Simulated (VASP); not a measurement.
# CaTl3Ir (Cmcm) in VASP: further runs, part 2 of 2

VASP 6.6.1. Earlier steps stand in the parts before.

### 3 Single point, PBEsol+D4

INCAR

```
SYSTEM = CaTl3Ir
  PREC = Accurate
  ENCUT = 520
  EDIFF = 1E-6
  ISMEAR = 1
  SIGMA = 0.0185
  LREAL = .False.
  LASPH = .True.
  NELM = 100
  ALGO = Normal
  ISIF = 2
  LWAVE = .False.
  LCHARG = .False.
  GGA = PS
  IVDW = 13
  NBANDS = 69
```

KPOINTS

```
regular mesh
0
Gamma
  5 5 2
  0 0 0
```

POSCAR

```
CaTl3Ir
1.0
    3.9825040000      0.0000000000      0.0000000000
    1.9912520000     -6.2419590000      0.0000000000
    0.0000000000      0.0000000000     -9.2397830000
Ca Ir Tl
2 2 6
Direct
    0.7492000000      0.5016000000      0.7500000000
    0.2508000000      0.4984000000      0.2500000000
    0.0000000000      0.0000000000      0.0000000000
    0.0000000000      0.0000000000      0.5000000000
    0.0779000000      0.8442000000      0.7500000000
    0.9221000000      0.1558000000      0.2500000000
    0.3658000000      0.2684000000      0.5548000000
    0.6342000000      0.7316000000      0.0548000000
    0.6342000000      0.7316000000      0.4452000000
    0.3658000000      0.2684000000      0.9452000000
```

Potentials or basis: VASP PAW PBE potentials, release 64 (Ca_sv, Ir, Tl_d).

Command:

```console
> cat potpaw_PBE.64/Ca_sv/POTCAR potpaw_PBE.64/Ir/POTCAR potpaw_PBE.64/Tl_d/POTCAR > POTCAR
> mpirun -np 1 vasp_std > vasp.out
```

OUTCAR:

```text
SYSTEM = CaTl3Ir
   PREC = Accurate
   ENCUT = 520
   EDIFF = 1E-6
   ISMEAR = 1
   LREAL = .False.
   LASPH = .True.
   NELM = 100
   ISIF = 2
   GGA = PS
   IVDW = 13

 ion  position               nearest neighbor table
   1  0.749  0.502  0.750-   5 2.92   5 2.92   7 3.06  10 3.06  10 3.06   7 3.06   8 3.16   9 3.16

   2  0.251  0.498  0.250-   6 2.92   6 2.92   8 3.06   9 3.06   8 3.06   9 3.06   7 3.16  10 3.16

   3  0.000  0.000  0.000-   5 2.51   6 2.51   8 2.65   8 2.65  10 2.65  10 2.65
   4  0.000  0.000  0.500-   5 2.51   6 2.51   9 2.65   7 2.65   9 2.65   7 2.65
   5  0.078  0.844  0.750-   3 2.51   4 2.51   1 2.92   1 2.92   9 3.52   8 3.52   8 3.52   9 3.52
                             7 3.77  10 3.77   7 3.77  10 3.77   7 4.02  10 4.02
   6  0.922  0.156  0.250-   3 2.51   4 2.51   2 2.92   2 2.92  10 3.52   7 3.52   7 3.52  10 3.52
                             8 3.77   9 3.77   8 3.77   9 3.77   8 4.02   9 4.02
   7  0.366  0.268  0.555-   4 2.65   4 2.65   1 3.06   1 3.06   2 3.16   9 3.50   6 3.52   6 3.52
                            10 3.61   9 3.65   9 3.65   5 3.77   5 3.77   5 4.02
   8  0.634  0.732  0.055-   3 2.65   3 2.65   2 3.06   2 3.06   1 3.16  10 3.50   5 3.52   5 3.52
                             9 3.61  10 3.65  10 3.65   6 3.77   6 3.77   6 4.02
   9  0.634  0.732  0.445-   4 2.65   4 2.65   2 3.06   2 3.06   1 3.16   7 3.50   5 3.52   5 3.52
                             8 3.61   7 3.65   7 3.65   6 3.77   6 3.77   6 4.02
  10  0.366  0.268  0.945-   3 2.65   3 2.65   1 3.06   1 3.06   2 3.16   8 3.50   6 3.52   6 3.52
                             7 3.61   8 3.65   8 3.65   5 3.77   5 3.77   5 4.02

  LATTYP: Found a base centered orthorhombic cell.
 ALAT       =     3.9825040000
 B/A-ratio  =     3.1346906368
 C/A-ratio  =     2.3200938405

  Lattice vectors:

 A1 = (   1.9912520000,   6.2419590000,   0.0000000000)
 A2 = (   1.9912520000,  -6.2419590000,   0.0000000000)
 A3 = (   0.0000000000,   0.0000000000,  -9.2397830000)

Analysis of symmetry for initial positions (statically):
=====================================================================
 Subroutine PRICEL returns:
 Original cell was already a primitive cell.

 Routine SETGRP: Setting up the symmetry group for a
 base centered orthorhombic supercell.

 Subroutine GETGRP returns: Found  8 space group operations
 (whereof  4 operations were pure point group operations)
 out of a pool of  8 trial point group operations.

The static configuration has the point symmetry C_2h.
 The point group associated with its full space group is D_2h.

Analysis of symmetry for dynamics (positions and initial velocities):
=====================================================================
 Subroutine PRICEL returns:
 Original cell was already a primitive cell.

 Routine SETGRP: Setting up the symmetry group for a
 base centered orthorhombic supercell.

 Subroutine GETGRP returns: Found  8 space group operations
 (whereof  4 operations were pure point group operations)
 out of a pool of  8 trial point group operations.

The dynamic configuration has the point symmetry C_2h.
 The point group associated with its full space group is D_2h.

 Subroutine INISYM returns: Found  8 space group operations
 (whereof  4 operations are pure point group operations),
 and found     1 'primitive' translations

----------------------------------------------------------------------------------------

                                     Primitive cell

  volume of cell :     229.6883

[... 84 lines left out ...]
   ions per type =               2   2   6
   NGX,Y,Z   is equivalent  to a cutoff of  12.52, 12.69, 12.59 a.u.
   NGXF,Y,Z  is equivalent  to a cutoff of  25.05, 25.37, 25.19 a.u.
 SYSTEM =  CaTl3Ir
   PREC   = accura    normal or accurate (medium, high low for compatibility)
   ISTART =      0    job   : 0-new  1-cont  2-samecut
   ICHARG =      2    charge: 1-file 2-atom 10-const
   ISPIN  =      1    spin polarized calculation?
   LNONCOLLINEAR =      F non collinear calculations
   LSORBIT =      F    spin-orbit coupling
   LASPH  =      T    aspherical Exc in radial PAW
   ENCUT  =  520.0 eV  38.22 Ry    6.18 a.u.   7.40 12.18 17.18*2*pi/ulx,y,z
   NELM   =    100;   NELMIN=  2; NELMDL= -5     # of ELM steps
   EDIFF  = 0.1E-05   stopping-criterion for ELM
   LREAL  =      F    real-space projection
   EDIFFG = 0.1E-04   stopping-criterion for IOM
   NSW    =      0    number of steps for IOM
   IBRION =     -1    ionic relax: 0-MD 1-quasi-New 2-CG
   NFREE  =      0    steps in history (QN), initial steepest desc. (CG)
   ISIF   =      2    stress and relaxation
   ISYM   =      2    0-nonsym 1-usesym 2-fastsym
   POTIM  = 0.5000    time-step for ionic-motion
   TEBEG  =    0.0;   TEEND  =   0.0 temperature during run
   PSTRESS=    0.0 pullay stress
   NELECT =     116.0000    total number of electrons
   NUPDOWN=      -1.0000    fix difference up-down
   EMIN   =  10.00;   EMAX   =-10.00  energy-range for DOS
   EFERMI =   0.00;   METHOD = LEGACY
   ISMEAR =     1;   SIGMA  =   0.02  broadening in eV -4-tet -1-fermi 0-gaus
   EFERMI_NEDOS =   21; number of points for ismear=-14 and -15
   IALGO  =     38    algorithm
   IMIX   =      4    mixing-type and parameters
     AMIX     =   0.40;   BMIX     =  1.00
     AMIX_MAG =   1.60;   BMIX_MAG =  1.00
  volume/ion in A,a.u.               =      22.97       155.00
  Fermi-wavevector in a.u.,A,eV,Ry     =   1.303711  2.463656 23.125296  1.699661
  Thomas-Fermi vector in A             =   2.434695
   LORBIT       =      0    0 simple, 1 ext, 2 COOP (PROOUT), +10 PAW based schemes
   GGA     = PS    functional components
   LHFCALC =     F    Hartree Fock is set to
   AEXX    =    0.0000 exact exchange contribution
   IVDW    =    13    specifies the selected vdW correction
   LEPSILON=     F    determine dielectric tensor
   LRPA    =     F    only Hartree local field effects (RPA)
 non-spin polarized calculation
 Methfessel and Paxton  Order N= 1 SIGMA  =   0.02
  energy-cutoff  :      520.00
  volume of cell :      229.69
 maximum number of plane-waves:      6216
 NGX is ok and might be reduce to    30
   NGX = 15   NGY = 25   NGZ = 35

 number of electron     115.9999999 magnetization

 Free energy of the ion-electron system (eV)
  ---------------------------------------------------
  ext. energy  EPLUGINS =         0.00000000
  ---------------------------------------------------
  free energy    TOTEN  =       -37.01630526 eV

  energy without entropy =      -37.01577714  energy(sigma->0) =      -37.01612922

 E-fermi :   7.0659     XC(G=0): -11.0258

 val. band max:        7.0567988311   @ k =   0.2000  -0.0000   0.5000
 cond. band min:       7.1452160790   @ k =   0.2000  -0.0000   0.0000
 fundamental gap:      0.0884172479
 Fermi energy:         7.0658702466

 k-point     1 :       0.0000    0.0000    0.0000
  band No.  band energies     occupation
      1     -33.9343      2.00000
      2     -33.9339      2.00000
      3     -15.1684      2.00000
      4     -15.1644      2.00000
      5     -15.1121      2.00000
      6     -15.0990      2.00000
[... 1285 lines left out ...]
     68      10.2245      0.00000
     69      10.6942      0.00000

------------------------ aborting loop because EDIFF is reached ----------------------------------------

  DFT-D4 for vdW energy calculation

  Edisp (eV):   -2.42311

  FORCE on cell =-STRESS in cart. coord.  units (eV):
  Direction    XX          YY          ZZ          XY          YZ          ZX
  --------------------------------------------------------------------------------------
  -------------------------------------------------------------------------------------
  Total      14.63887     9.79815    20.74050     0.00000     0.00000     0.00000
  in kB     102.11260    68.34640   144.67416     0.00000     0.00000     0.00000
  external pressure =      105.04 kB  Pullay stress =        0.00 kB

 VOLUME and BASIS-vectors are now :
 -----------------------------------------------------------------------------
  energy-cutoff  :      520.00
  volume of cell :      229.69
      direct lattice vectors                 reciprocal lattice vectors
     3.982504000  0.000000000  0.000000000     0.251098304  0.080103057  0.000000000
     1.991252000 -6.241959000  0.000000000     0.000000000 -0.160206115  0.000000000
     0.000000000  0.000000000 -9.239783000     0.000000000  0.000000000 -0.108227650

 POSITION                                       TOTAL-FORCE (eV/Angst)
 -----------------------------------------------------------------------------------
      3.98250     -3.13097     -6.92984         0.000000      1.030256      0.000000
      1.99125     -3.11099     -2.30995        -0.000000     -1.030256      0.000000
      0.00000      0.00000      0.00000        -0.000000      0.000000      0.000000
      0.00000      0.00000     -4.61989         0.000000      0.000000      0.000000
      1.99125     -5.26946     -6.92984        -0.000000     -0.465746      0.000000
      3.98250     -0.97250     -2.30995        -0.000000      0.465746      0.000000
      1.99125     -1.67534     -5.12623        -0.000000     -0.309995     -0.453706
      3.98250     -4.56662     -0.50634        -0.000000      0.309995     -0.453706
      3.98250     -4.56662     -4.11355        -0.000000      0.309995      0.453706
      1.99125     -1.67534     -8.73344        -0.000000     -0.309995      0.453706
 -----------------------------------------------------------------------------------
    total drift:                                0.000000     -0.000000     -0.000000

  FREE ENERGIE OF THE ION-ELECTRON SYSTEM (eV)
  ---------------------------------------------------
  free  energy   TOTEN  =       -39.4394138815 eV

  energy  without entropy=      -39.4388857608  energy(sigma->0) =      -39.43923784
```

Wall time 5.4 min (1 thread of Intel Xeon Platinum 8488C (Sapphire Rapids), shared host); peak memory 0.46 GiB.

Results:

| Item | Value |
| --- | --- |
| Free energy | -39.4394 eV |
| Pressure | 10.5 GPa |
| Largest force | 1.030 eV/Å |
| Band gap on the k mesh | zero (bands 58 and 59 overlap by 1.22 eV) |
| Dispersion energy per atom | -0.242 eV |

Forces on the atoms (eV/Å):
```
Ca   0.000  1.030  0.000
Ca   0.000 -1.030  0.000
Ir   0.000  0.000  0.000
Ir   0.000  0.000  0.000
Tl   0.000 -0.466  0.000
Tl   0.000  0.466  0.000
Tl   0.000 -0.310 -0.454
Tl   0.000  0.310 -0.454
Tl   0.000  0.310  0.454
Tl   0.000 -0.310  0.454
```

Caveat: the stress differs along the axes, from 7 to 14 GPa; the PAW data sets were made with another functional, which shifts forces and pressure a little; spin-orbit coupling is left out, which moves the levels of the heavy elements.

The gap in the log of VASP goes by the Fermi energy; the results here count the filled bands.